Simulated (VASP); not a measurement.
Set up this calculation in VASP 6.6.1, as the native input.

| Quantity | Value |
| --- | --- |
| Task | single point |
| Functional | PBEsol |
| Potentials or basis | VASP PAW PBE potentials, release 64 (La, O) |
| Cutoff | 520 eV |
| k mesh | 8 × 8 × 5 |
| Occupations | fermi-dirac, width 0.05 eV |
| Spin | no spin polarisation |
| Dipole correction | no |
| Further INCAR settings | ALGO = Normal; EDIFF = 1e-06; NBANDS = 28 |

The structure of La2O3 lies in POSCAR:

```
La2O3
1.0
    3.8809798864      0.0000000000      0.0000000000
   -1.9404899432      3.3610271732      0.0000000000
    0.0000000000      0.0000000000      5.8795110938
La O
2 3
Direct
    0.3333333333      0.6666666667      0.2420234598
    0.6666666667      0.3333333333      0.7579765402
    0.0000000000      0.0000000000      0.0000000000
    0.3333333333      0.6666666667      0.6483011980
    0.6666666667      0.3333333333      0.3516988020
```

The input as run:

INCAR

```
PREC = Accurate
ENCUT = 520
EDIFF = 1E-6
ISMEAR = -1
SIGMA = 0.05
LREAL = False
LASPH = True
NELM = 80
ALGO = Normal
ISIF = 2
LWAVE = False
LCHARG = False
GGA = PS
NBANDS = 28
```

KPOINTS

```
regular mesh
0
Gamma
  8 8 5
```

Potentials or basis: VASP PAW PBE potentials, release 64 (La, O).

The run is started by

```sh
$ cat potpaw_PBE.64/La/POTCAR potpaw_PBE.64/O/POTCAR > POTCAR
$ mpirun -np 1 vasp_std > vasp.out
```

It gave:

```yaml
Pressure: 4.8 GPa
Largest_force: 0.010 eV/Å
Band_gap_on_the_k_mesh: 3.84 eV (least direct gap 3.97 eV)
```

Caveat: the cell stands under pressure; the PAW data sets were made with another functional, which shifts forces and pressure a little; spin-orbit coupling is left out, which moves the levels of the heavy elements.

Wall time 2.4 min on 1 thread of Intel Xeon 8259CL (shared host), peak memory 0.25 GiB.
